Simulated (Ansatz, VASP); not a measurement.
# HfO2 in VASP and in Ansatz

```
Hf O
1.0
     0.00000    2.52918    2.52918
     2.52918    0.00000    2.52918
     2.52918    2.52918    0.00000
Hf O
1 2
Direct
  0.00000 0.00000 0.00000
  0.25000 0.25000 0.25000
  0.75000 0.75000 0.75000
```

Alike in both runs: task single point; functional PBE0; k mesh 6 × 6 × 6; no spin polarisation.

|  | VASP | Ansatz |
| --- | --- | --- |
| version | VASP 6.6.1 | Ansatz 0.2.0 |
| potentials or method | VASP PAW PBE potentials, release 64 (Hf_pv, O) | plane waves, PAW |
| plane-wave cutoff (eV) | 520 | 420 |
| occupations | gaussian, width 0.01 eV | fixed |
| valence electrons in the cell | 22 | 38 |

|  | VASP | Ansatz | Ansatz less VASP |
| --- | --- | --- | --- |
| gap on the k mesh at the Fermi level (eV) | 6.12 | 6.16 | +0.037 |
| pressure (GPa) | -5.2 | -0.2 | +4.99 |

One of these differences is far larger than is usual between the two programs; its cause wasn't traced. VASP's potentials hold 22 valence electrons a cell and Ansatz's 38, so a difference there can come from the potentials and not from the codes. Ansatz's warnings: stress exchange threshold loose, stress scf threshold loose.

Neither program's run includes spin-orbit coupling.
